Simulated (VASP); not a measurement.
# MgCdO (P4/nmm) in VASP: a series of runs, part 2 of 2

VASP 6.6.1.

### Step 3. Single point, PBE

This run uses another cell than the first one, of 17.32 Å³/atom, 1.018 times its volume.

INCAR

```
SYSTEM = MgCdO
ALGO = Normal
EDIFF = 1E-6
ENCUT = 520
GGA = PE
ISIF = 2
ISMEAR = 0
LASPH = .TRUE.
LCHARG = .FALSE.
LREAL = .FALSE.
LWAVE = .FALSE.
NBANDS = 29
NELM = 100
PREC = Accurate
SIGMA = 0.1
```

KPOINTS

```
k-points
0
G
  4 4 4
  0 0 0
```

POSCAR

```
MgCdO
1.0
    3.8771510000      0.0000000000      0.0000000000
    0.0000000000      3.8771510000      0.0000000000
    0.0000000000      0.0000000000      6.9124506900
Mg Cd O
2 2 2
Direct
    0.0000000000      0.0000000000      0.0000000000
    0.5000000000      0.5000000000      0.0000000000
    0.5000000000      0.0000000000      0.2200000000
    0.0000000000      0.5000000000      0.7800000000
    0.5000000000      0.0000000000      0.6610000100
    0.0000000000      0.5000000000      0.3389999900
```

Potentials or basis: VASP PAW PBE potentials, release 64 (Mg, Cd, O).

Started as:

```sh
$ cat potpaw_PBE.64/Mg/POTCAR potpaw_PBE.64/Cd/POTCAR potpaw_PBE.64/O/POTCAR > POTCAR
$ mpirun -np 1 vasp_std > vasp.out
```

OUTCAR:

```text
SYSTEM = MgCdO
   EDIFF = 1E-6
   ENCUT = 520
   GGA = PE
   ISIF = 2
   ISMEAR = 0
   LASPH = .TRUE.
   LREAL = .FALSE.
   NELM = 100
   PREC = Accurate

 ion  position               nearest neighbor table
   1  0.000  0.000  0.000-   3 2.46   4 2.46   4 2.46   3 2.46   2 2.74   2 2.74   2 2.74   2 2.74

   2  0.500  0.500  0.000-   3 2.46   4 2.46   3 2.46   4 2.46   1 2.74   1 2.74   1 2.74   1 2.74

   3  0.500  0.000  0.220-   1 2.46   2 2.46   2 2.46   1 2.46   6 2.86   6 2.86   6 2.86   6 2.86

   4  0.000  0.500  0.780-   1 2.46   2 2.46   1 2.46   2 2.46   5 2.86   5 2.86   5 2.86   5 2.86

   5  0.500  0.000  0.661-   4 2.86   4 2.86   4 2.86   4 2.86
   6  0.000  0.500  0.339-   3 2.86   3 2.86   3 2.86   3 2.86

  LATTYP: Found a simple tetragonal cell.
 ALAT       =     3.8771510000
 C/A-ratio  =     1.7828685780

  Lattice vectors:

 A1 = (   3.8771510000,   0.0000000000,   0.0000000000)
 A2 = (   0.0000000000,   3.8771510000,   0.0000000000)
 A3 = (   0.0000000000,   0.0000000000,   6.9124506900)

Analysis of symmetry for initial positions (statically):
=====================================================================
 Subroutine PRICEL returns:
 Original cell was already a primitive cell.

 Routine SETGRP: Setting up the symmetry group for a
 simple tetragonal supercell.

 Subroutine GETGRP returns: Found 16 space group operations
 (whereof  8 operations were pure point group operations)
 out of a pool of 16 trial point group operations.

The static configuration has the point symmetry D_2d.
 The point group associated with its full space group is D_4h.

Analysis of symmetry for dynamics (positions and initial velocities):
=====================================================================
 Subroutine PRICEL returns:
[... 129 lines left out ...]
   IMIX   =      4    mixing-type and parameters
     AMIX     =   0.40;   BMIX     =  1.00
     AMIX_MAG =   1.60;   BMIX_MAG =  1.00
  volume/ion in A,a.u.               =      17.32       116.87
  Fermi-wavevector in a.u.,A,eV,Ry     =   1.190901  2.250477 19.296398  1.418245
  Thomas-Fermi vector in A             =   2.326975
   LORBIT       =      0    0 simple, 1 ext, 2 COOP (PROOUT), +10 PAW based schemes
   GGA     = PE    functional components
   LHFCALC =     F    Hartree Fock is set to
   AEXX    =    0.0000 exact exchange contribution
   IVDW    =     0    specifies the selected vdW correction
   LEPSILON=     F    determine dielectric tensor
   LRPA    =     F    only Hartree local field effects (RPA)
 non-spin polarized calculation
 Gauss-broadening in eV      SIGMA  =   0.10
  energy-cutoff  :      520.00
  volume of cell :      103.91
 maximum number of plane-waves:      2824
 NGX is ok and might be reduce to    30
   NGX = 15   NGY = 15   NGZ = 25

 number of electron      40.0000001 magnetization

 Free energy of the ion-electron system (eV)
  ---------------------------------------------------
  ext. energy  EPLUGINS =         0.00000000
  ---------------------------------------------------
  free energy    TOTEN  =       -11.41805897 eV

  energy without entropy =      -11.41797866  energy(sigma->0) =      -11.41801881

 E-fermi :   1.5974     XC(G=0):  -9.7293

 val. band max:        1.3816356327   @ k =   0.2500   0.0000   0.5000
 cond. band min:       1.8095094004   @ k =   0.2500   0.0000   0.5000
 fundamental gap:      0.4278737677
 Fermi energy:         1.5974187635

 k-point     1 :       0.0000    0.0000    0.0000
  band No.  band energies     occupation
      1     -14.1261      2.00000
      2     -13.9413      2.00000
      3      -7.8226      2.00000
      4      -7.7529      2.00000
      5      -7.7476      2.00000
      6      -7.7476      2.00000
[... 565 lines left out ...]
     28      10.1644      0.00000
     29      10.7014      0.00000

------------------------ aborting loop because EDIFF is reached ----------------------------------------

  FORCE on cell =-STRESS in cart. coord.  units (eV):
  Direction    XX          YY          ZZ          XY          YZ          ZX
  --------------------------------------------------------------------------------------
  -------------------------------------------------------------------------------------
  Total        6.4678882      6.4678882      2.5107758      0.0000000      0.0000000      0.0000000
  in kB       99.7276551     99.7276551     38.7133761      0.0000000      0.0000000      0.0000000
  external PRESSURE =      79.3895621 kB  Pullay stress =       0.0000000 kB

 VOLUME and BASIS-vectors are now :
 -----------------------------------------------------------------------------
  energy-cutoff  :      520.00
  volume of cell :      103.91
      direct lattice vectors                 reciprocal lattice vectors
     3.877151000  0.000000000  0.000000000     0.257921345  0.000000000  0.000000000
     0.000000000  3.877151000  0.000000000     0.000000000  0.257921345  0.000000000
     0.000000000  0.000000000  6.912450690     0.000000000  0.000000000  0.144666493

 POSITION                                       TOTAL-FORCE (eV/Angst)
 -----------------------------------------------------------------------------------
      0.00000      0.00000      0.00000         0.000000      0.000000      0.000000
      1.93858      1.93858      0.00000         0.000000     -0.000000      0.000000
      1.93858      0.00000      1.52074         0.000000      0.000000      6.407247
      0.00000      1.93858      5.39171        -0.000000      0.000000     -6.407247
      1.93858      0.00000      4.56913        -0.000000      0.000000      1.860806
      0.00000      1.93858      2.34332         0.000000     -0.000000     -1.860806
 -----------------------------------------------------------------------------------
    total drift:                                0.000000      0.000000      0.000000

  FREE ENERGIE OF THE ION-ELECTRON SYSTEM (eV)
  ---------------------------------------------------
  free  energy   TOTEN  =       -11.4180589667 eV

  energy  without entropy=      -11.4179786608  energy(sigma->0) =      -11.41801881
```

stdout:

```text
POSCAR found type information on POSCAR MgCdO
 POSCAR found :  3 types and       6 ions
 scaLAPACK will be used
 LDA part: xc-table for (Slater+PW92), standard interpolation
 POSCAR, INCAR and KPOINTS ok, starting setup
 FFT: planning ... GRIDC
 FFT: planning ... GRID_SOFT
 FFT: planning ... GRID
 WAVECAR not read
 entering main loop
```

Run time: 39 s. Hardware: 1 thread of Intel Xeon Platinum 8559C (Emerald Rapids), shared host; peak memory 0.23 GiB.

What came out:

```
Free energy            : -11.4181 eV
Pressure               : 7.9 GPa
Largest force          : 6.407 eV/Å
Band gap on the k mesh : 0.43 eV, direct
```

Forces in eV/Å, atoms in the order of the input:
```
Mg   0.000  0.000  0.000
Mg   0.000  0.000  0.000
Cd   0.000  0.000  6.407
Cd   0.000  0.000 -6.407
O    0.000  0.000  1.861
O    0.000  0.000 -1.861
```

Caveat: forces of over 1 eV/Å act on the atoms, so gaps and moduli don't describe the material at rest.
